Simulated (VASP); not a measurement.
Write the native input for VASP 6.6.1 that does the following.

```yaml
Task: relaxation of cell and atoms
Functional: r2SCAN
Potentials_or_basis: VASP PAW PBE potentials, release 64 (Rb_sv, Cl)
Cutoff: 550 eV
k_mesh: 8 × 8 × 8
Occupations: fermi-dirac, width 0.02 eV
Spin: no spin polarisation
Dipole_correction: no
Further_INCAR_settings: ALGO = Normal; EDIFF = 1e-07; IBRION = 2; EDIFFG = -0.01; NSW = 80; ISIF = 3
```

The system is RbCl.

```
Rb Cl
1.0
     0.00000    3.27400    3.27400
     3.27400    0.00000    3.27400
     3.27400    3.27400    0.00000
Rb Cl
1 1
Direct
  0.00000 0.00000 0.00000
  0.50000 0.50000 0.50000
```

One way to write it, as run:

POSCAR

```
RbCl
1.0
    0.0000000000      3.2740000000      3.2740000000
    3.2740000000      0.0000000000      3.2740000000
    3.2740000000      3.2740000000      0.0000000000
Rb Cl
1 1
Direct
    0.0000000000      0.0000000000      0.0000000000
    0.5000000000      0.5000000000      0.5000000000
```

INCAR.step1

```
SYSTEM = RbCl
  PREC = Accurate
  ENCUT = 550
  ISMEAR = -1
  SIGMA = 0.02
  LREAL = .False.
  LASPH = .True.
  NELM = 120
  GGA = PE
  ALGO = Normal
  EDIFF = 1E-5
  LWAVE = .True.
  LCHARG = .False.
  GGA_COMPAT = .False.
  IBRION = 2
  ISIF = 3
  EDIFFG = -0.005
  NELMIN = 4
  NSW = 100
```

INCAR.step2

```
SYSTEM = RbCl
  PREC = Accurate
  ENCUT = 550
  EDIFF = 1E-7
  ISMEAR = -1
  SIGMA = 0.02
  LREAL = .False.
  LASPH = .True.
  NELM = 120
  ALGO = Normal
  ISIF = 3
  LWAVE = .False.
  LCHARG = .False.
  METAGGA = R2SCAN
  LMIXTAU = .True.
  IBRION = 2
  NSW = 80
  EDIFFG = -0.01
  ISTART = 1
  GGA_COMPAT = .False.
  NELMIN = 4
```

KPOINTS

```
Automatic mesh
0
Gamma
  8 8 8
  0 0 0
```

Potentials or basis: VASP PAW PBE potentials, release 64 (Rb_sv, Cl).

Command:

```bash
$ cat potpaw_PBE.64/Rb_sv/POTCAR potpaw_PBE.64/Cl/POTCAR > POTCAR
$ cp INCAR.step1 INCAR
$ mpirun -np 1 vasp_std > vasp.out
$ cp INCAR.step2 INCAR
$ mpirun -np 1 vasp_std > vasp.out
```

Results of the run:

| Quantity | Value |
| --- | --- |
| Relaxed volume | 36.21 Å³/atom |
| Relaxed cell | a = 4.679 Å, b = 4.679 Å, c = 4.679 Å, α = 60.00°, β = 60.00°, γ = 60.00° |
| Space group after relaxing (to 0.1 Å) | Fm-3m (No. 225) |
| Energy gained by relaxing | 1.9 meV/atom |
| Ionic steps | 3 |
| Pressure after relaxing | 0.0 GPa |
| Band gap on the k mesh | 5.55 eV |

Caveat: the PAW data sets were made with another functional, which shifts forces and pressure a little.

Run time: 4.9 min on 1 thread of AMD EPYC 9R45 96-Core Processor (Zen 5), with other jobs on the host, peak memory 0.21 GiB.
